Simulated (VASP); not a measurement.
Write the native input for VASP 6.6.1 that does the following.

* Task: single point
* Functional: PBE
* Potentials or basis: VASP PAW PBE potentials, release 64 (K_sv, Ta_pv, O)
* Cutoff: 600 eV
* k mesh: 6 × 6 × 6
* Occupations: gaussian, width 0.01 eV
* Spin: no spin polarisation
* Dipole correction: no
* Further INCAR settings: ALGO = Normal; EDIFF = 1e-06; NBANDS = 27

The structure of KTaO3 lies in POSCAR:

```
KTaO3
1.0
    4.0243816828      0.0000000000      0.0000000000
    0.0000000000      4.0243816828      0.0000000000
    0.0000000000      0.0000000000      4.0243816828
K Ta O
1 1 3
Direct
    0.5000000000      0.5000000000      0.5000000000
    0.0000000000      0.0000000000      0.0000000000
    0.5000000000      0.0000000000      0.0000000000
    0.0000000000      0.5000000000      0.0000000000
    0.0000000000      0.0000000000      0.5000000000
```

One way to write it, as run:

INCAR

```
SYSTEM = KTaO3
PREC = Accurate
ENCUT = 600
EDIFF = 1E-6
ISMEAR = 0
SIGMA = 0.01
LREAL = .False.
LASPH = .True.
NELM = 120
ALGO = Normal
ISIF = 2
LWAVE = .False.
LCHARG = .True.
GGA = PE
LELF = .True.
LVHAR = .True.
NBANDS = 27
GGA_COMPAT = .False.
```

KPOINTS

```
regular mesh
0
Gamma
  6 6 6
  0 0 0
```

Potentials or basis: VASP PAW PBE potentials, release 64 (K_sv, Ta_pv, O).

Run with:

```console
$ cat potpaw_PBE.64/K_sv/POTCAR potpaw_PBE.64/Ta_pv/POTCAR potpaw_PBE.64/O/POTCAR > POTCAR
$ mpirun -np 1 vasp_std > vasp.out
```

Results of the run:

```json
{"Pressure": "0.4 GPa", "Band gap on the k mesh": "2.12 eV (least direct gap 2.75 eV)"}
```

Caveat: spin-orbit coupling is left out, which moves the levels of the heavy elements.

Wall time 26 s on 1 thread of Intel(R) Xeon(R) Platinum 8375C CPU @ 2.90GHz (Ice Lake), on a shared host, peak memory 0.2 GiB.
